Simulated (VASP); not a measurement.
## Al2Pt: single point with PBE

Al2Pt:

```
Al Pt
1.0
     0.00000    3.00264    3.00264
     3.00264    0.00000    3.00264
     3.00264    3.00264    0.00000
Al Pt
2 1
Cartesian
  1.5013 1.5013 1.5013
  4.5040 4.5040 4.5040
  0.0000 0.0000 0.0000
```

This cell differs from its parent crystal: volume scaled by 1.03.

```
Program             : VASP 6.6.1
Task                : single point
Functional          : PBE
Potentials or basis : VASP PAW PBE potentials, release 64 (Al, Pt)
Cutoff              : 520 eV
k mesh              : 12 × 12 × 12
Occupations         : gaussian, width 0.1 eV
Spin                : no spin polarisation
```

```yaml
Pressure: -3.8 GPa
Band_gap_on_the_k_mesh: zero (band 8 reaches 11.13 eV, above the bottom of band 9 at 5.83 eV)
```

Levels at points of the mesh, in eV from the Fermi level:
| k point | band 5 | band 6 | band 7 | band 8 | band 9 | band 10 | band 11 | band 12 |
| --- | --- | --- | --- | --- | --- | --- | --- | --- |
| (0.00, 0.00, 0.00) | -3.53 | -3.53 | 2.57 | 3.76 | 3.76 | 3.76 | 5.11 | 5.11 |
| (0.50, 0.00, 0.00) | -3.58 | -3.33 | -3.33 | 0.99 | 0.99 | 3.64 | 4.91 | 4.93 |
| (0.50, 0.50, 0.00) | -3.63 | -3.30 | -3.08 | -1.54 | -1.54 | 2.79 | 3.28 | 8.01 |

Wall time 29 s on 1 thread of Intel(R) Xeon(R) Platinum 8488C (Sapphire Rapids), with other jobs on the host, peak memory 0.21 GiB.

Caveat: spin-orbit coupling is left out, which moves the levels of the heavy elements.
